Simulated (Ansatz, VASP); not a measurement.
Hf in VASP and in Ansatz

```xyz
6
Lattice="4.9192 0.0000 0.0000 -2.4596 -4.2602 0.0000 0.0000 0.0000 -6.1221" Properties=species:S:1:pos:R:3 pbc="T T T"
Hf    0.0000   -2.8401   -1.5305
Hf    0.0000   -2.8401   -4.5916
Hf    2.4596   -1.4201   -1.5305
Hf    2.4596   -1.4201   -4.5916
Hf    0.0000    0.0000   -3.0611
Hf    0.0000    0.0000    0.0000
```

Alike in both runs: functional PBEsol; k mesh 12 × 12 × 6; occupations gaussian, width 0.1 eV; no spin polarisation.

Ansatz relaxed the structure, and its values are those at the end. VASP's run is a single point on that final structure, the one shown.

|  | VASP | Ansatz |
| --- | --- | --- |
| version | VASP 6.6.1 | Ansatz 0.2.0 |
| potentials or method | VASP PAW PBE potentials, release 64 (Hf_pv), cutoff 520 eV | scalar-relativistic, plane waves, PAW |
| valence electrons in the cell | 60 | 156 |

```csv
,VASP,Ansatz,Ansatz less VASP
gap on the k mesh at the Fermi level (eV),none,none,-
pressure (GPa),-0.4,0.0,+0.37
```

VASP's potentials were made for PBE, not for PBEsol. A gap of «none» marks a metal or a gap that the smearing closes. With one functional, cell and mesh, what is left measures potentials, basis and numerics. VASP's potentials hold 60 valence electrons a cell and Ansatz's 156, so a difference there can come from the potentials and not from the codes.

Spin-orbit coupling is off throughout.
